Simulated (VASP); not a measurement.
Runs of VASP 6.6.1 on ZnSe. The structure is that of space group I-4m2 (No. 119), or close to it. The cells are those of the table. 

| cell | gap on the mesh (eV) | pressure (GPa) |
| --- | --- | --- |
| a = 4.081, b = 4.081, c = 3.882 Å, angles 61.6, 61.6, 56.8°, 2 atoms | 1.68 | -0.2 |
| a = 3.959, b = 3.959, c = 4.121 Å, angles 58.6, 58.6, 62.7°, 2 atoms | 1.67 | -0.1 |
| a = 3.904, b = 3.904, c = 4.354 Å, angles 56.1, 56.1, 67.8°, 2 atoms | 1.31 | -1.3 |
| a = 3.982, b = 3.982, c = 4.063 Å, angles 59.3, 59.3, 61.3°, 2 atoms | 1.77 | 0.0 |
| a = 4.463, b = 4.463, c = 3.501 Å, angles 66.9, 66.9, 46.2°, 2 atoms | (c) | (d) |
| a = 3.926, b = 3.926, c = 4.231 Å, angles 57.4, 57.4, 65.2°, 2 atoms | (a) | -0.5 |
| a = 4.373, b = 4.373, c = 3.571 Å, angles 65.9, 65.9, 48.2°, 2 atoms | 0.10 | -1.3 |
| a = 3.902, b = 3.902, c = 4.626 Å, angles 53.6, 53.6, 72.7°, 2 atoms | (b) | -3.7 |

Alike in all rows: task single point; level r2SCAN; potentials or basis VASP PAW PBE potentials, release 64 (Zn, Se); no spin polarisation; k mesh 10 × 10 × 10; cutoff (eV) 520; smearing gaussian 0.05 eV.

Estimate the missing entries.

(a) 1.50; (b) 0.70; (c) none; (d) -1.4.

Caveats: the PAW data sets were made with another functional, which shifts forces and pressure a little; semilocal functionals underestimate gaps, so a narrow gap can read as zero (at least some runs); the cell stands under tension (at least some runs).

A k mesh can miss the band edges, and the runs leave out spin-orbit coupling on Se.
